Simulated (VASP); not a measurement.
# Ni (P6_3/mmc) in VASP: notebook, part 2 of 2

VASP 6.6.1. Earlier steps stand in the parts before.

## Step 5: Single point, PBEsol, collinear spin, ferromagnetic start

Contents of INCAR:

```
SYSTEM = Ni
PREC = Accurate ; ENCUT = 520
EDIFF = 1E-6 ; ISMEAR = -1
SIGMA = 0.05 ; LREAL = .FALSE.
LASPH = .TRUE. ; NELM = 150
ALGO = Normal ; ISIF = 2
LWAVE = .FALSE. ; LCHARG = .FALSE.
ISPIN = 2 ; MAGMOM = 0.75 0.75
LORBIT = 11 ; NUPDOWN = 1.5
LMAXMIX = 4 ; GGA = PS
NBANDS = 21
```

Contents of KPOINTS:

```
regular mesh
0
G
  10 10 6
  0 0 0
```

Contents of POSCAR:

```
Ni
1.0
    2.4480228978      0.0000000000      0.0000000000
   -1.2240114489      2.1200500186      0.0000000000
    0.0000000000      0.0000000000      4.0728075700
Ni
2
Direct
    0.6666666667      0.3333333333      0.7500000000
    0.3333333333      0.6666666667      0.2500000000
```

Potentials or basis: VASP PAW PBE potentials, release 64 (Ni).

Launch:

```bash
cat potpaw_PBE.64/Ni/POTCAR > POTCAR
mpirun -np 1 vasp_std > vasp.out
```

OUTCAR:

```text
SYSTEM = Ni
   PREC = Accurate
   ENCUT = 520
   EDIFF = 1E-6
   ISMEAR = -1
   LREAL = .FALSE.
   LASPH = .TRUE.
   NELM = 150
   ISIF = 2
   ISPIN = 2
   LORBIT = 11
   NUPDOWN = 1.5
   GGA = PS

 ion  position               nearest neighbor table
   1  0.667  0.333  0.750-   2 2.48   2 2.48   2 2.48   2 2.48   2 2.48   2 2.48
   2  0.333  0.667  0.250-   1 2.48   1 2.48   1 2.48   1 2.48   1 2.48   1 2.48

  LATTYP: Found a hexagonal cell.
 ALAT       =     2.4480228978
 C/A-ratio  =     1.6637130207

  Lattice vectors:

 A1 = (   2.4480228978,   0.0000000000,   0.0000000000)
 A2 = (  -1.2240114489,   2.1200500186,   0.0000000000)
[... 1368 lines left out ...]

 VOLUME and BASIS-vectors are now :
 -----------------------------------------------------------------------------
  energy-cutoff  :      520.00
  volume of cell :       21.14
      direct lattice vectors                 reciprocal lattice vectors
     2.448022898  0.000000000  0.000000000     0.408492911  0.235843492  0.000000000
    -1.224011449  2.120050019  0.000000000     0.000000000  0.471686984  0.000000000
     0.000000000  0.000000000  4.072807570     0.000000000  0.000000000  0.245530873

 POSITION                                       TOTAL-FORCE (eV/Angst)
 -----------------------------------------------------------------------------------
      1.22401      0.70668      3.05461         0.000000      0.000000      0.000000
     -0.00000      1.41337      1.01820         0.000000     -0.000000      0.000000
 -----------------------------------------------------------------------------------
    total drift:                               -0.000000      0.000000     -0.000000

  FREE ENERGIE OF THE ION-ELECTRON SYSTEM (eV)
  ---------------------------------------------------
  free  energy   TOTEN  =       -12.2187868805 eV

  energy  without entropy=      -12.1857645045  energy(sigma->0) =      -12.20227569

 total charge

# of ion       s       p       d       tot
------------------------------------------
    1        0.516   0.534   8.315   9.365
    2        0.516   0.534   8.315   9.365
--------------------------------------------------
tot          1.032   1.069  16.629  18.730

 magnetization (x)

# of ion       s       p       d       tot
------------------------------------------
    1       -0.001  -0.019   0.773   0.754
    2       -0.001  -0.019   0.773   0.754
--------------------------------------------------
tot         -0.002  -0.037   1.546   1.507
```

OSZICAR:

```text
N       E                     dE             d eps       ncg     rms          rms(c)
DAV:   1     0.926046879022E+02    0.92605E+02   -0.88786E+03  5144   0.136E+03
DAV:   2    -0.916083503366E+01   -0.10177E+03   -0.93323E+02  4769   0.233E+02
DAV:   3    -0.145919234637E+02   -0.54311E+01   -0.52462E+01  5328   0.614E+01
DAV:   4    -0.146555537347E+02   -0.63630E-01   -0.63587E-01  5427   0.625E+00
DAV:   5    -0.146572723591E+02   -0.17186E-02   -0.17186E-02  5407   0.102E+00    0.155E+01
DAV:   6    -0.128975133110E+02    0.17598E+01   -0.80277E+00  5556   0.617E+01    0.838E+00
DAV:   7    -0.122588781664E+02    0.63864E+00   -0.15908E+00  5482   0.241E+01    0.290E+00
DAV:   8    -0.122272896849E+02    0.31588E-01   -0.12829E-02  6716   0.127E+00    0.154E+00
DAV:   9    -0.122203953049E+02    0.68944E-02   -0.76375E-04  7539   0.404E-01    0.413E-01
DAV:  10    -0.122187697172E+02    0.16256E-02   -0.20774E-04  7406   0.244E-01    0.674E-02
DAV:  11    -0.122187873526E+02   -0.17635E-04   -0.30307E-05  5168   0.563E-02    0.280E-02
DAV:  12    -0.122187868805E+02    0.47212E-06   -0.16794E-06  5308   0.149E-02
   1 F= -.12218787E+02 E0= -.12202276E+02  d E =-.330224E-01  mag=     1.5000
```

It took 17 s on 1 thread of Intel Xeon 6975P-C (Granite Rapids), shared host; peak memory 0.16 GiB.

What came out:

| Quantity | Value |
| --- | --- |
| Free energy | -12.2188 eV |
| Pressure | -2.4 GPa |
| Net moment | 1.50 μB per cell |
| Site moments | Ni +0.75 μB |
| Valence electrons inside the program's atomic spheres | Ni 9.37 |

Stress tensor (GPa, compression positive):
```
-1.44  0.00  0.00
 0.00 -1.44  0.00
 0.00  0.00 -4.27
```

Caveat: the PAW data sets were made with another functional, which shifts forces and pressure a little; the total moment is fixed, so each spin has its own Fermi level.

## Step 6: Single point, PBEsol, collinear spin, ferromagnetic start

Contents of INCAR:

```
SYSTEM = Ni
ALGO = Normal ; EDIFF = 1E-6
ENCUT = 520 ; GGA = PS
ISIF = 2 ; ISMEAR = -1
ISPIN = 2 ; LASPH = .True.
LCHARG = .False. ; LMAXMIX = 4
LORBIT = 11 ; LREAL = .False.
LWAVE = .False. ; MAGMOM = 1 1
NBANDS = 21 ; NELM = 150
NUPDOWN = 2.0 ; PREC = Accurate
SIGMA = 0.05
```

Contents of KPOINTS:

```
k-points
0
Gamma
  10 10 6
  0 0 0
```

POSCAR is that of step 5.

Potentials or basis: VASP PAW PBE potentials, release 64 (Ni).

Launch:

```bash
cat potpaw_PBE.64/Ni/POTCAR > POTCAR
mpirun -np 1 vasp_std > vasp.out
```

It took 19 s on 1 thread of Intel Xeon 6975P-C (Granite Rapids), shared host; peak memory 0.15 GiB.

The run converged. Its results:

```
Free energy                                           : -12.0282 eV
Pressure                                              : 0.1 GPa
Net moment                                            : 2.00 μB per cell
Site moments                                          : Ni +0.99 μB
Valence electrons inside the program's atomic spheres : Ni 9.36
```

Stress tensor (GPa, compression positive):
```
 2.06  0.00  0.00
 0.00  2.06  0.00
 0.00  0.00 -3.73
```

Caveat: the PAW data sets were made with another functional, which shifts forces and pressure a little; the total moment is fixed, so each spin has its own Fermi level.

## Step 7: The runs side by side

```csv
spin,fixed moment (μB),pressure (GPa),moment (μB)
"collinear, zero start",0.0,-4.2,0.00
"collinear, ferromagnetic start",0.5,-4.1,0.50
"collinear, ferromagnetic start",1.0,-3.7,1.00
"collinear, ferromagnetic start",1.5,-2.4,1.50
"collinear, ferromagnetic start",2.0,0.1,2.00
```

Alike in all rows: task single point; level PBEsol; potentials or basis VASP PAW PBE potentials, release 64 (Ni); cell as given; k mesh 10 × 10 × 6; cutoff (eV) 520; smearing fermi-dirac 0.05 eV.

Caveats: the PAW data sets were made with another functional, which shifts forces and pressure a little; the total moment is fixed, so each spin has its own Fermi level.

Total energies depend on the potentials used, so only differences within one code and one set of settings carry meaning.
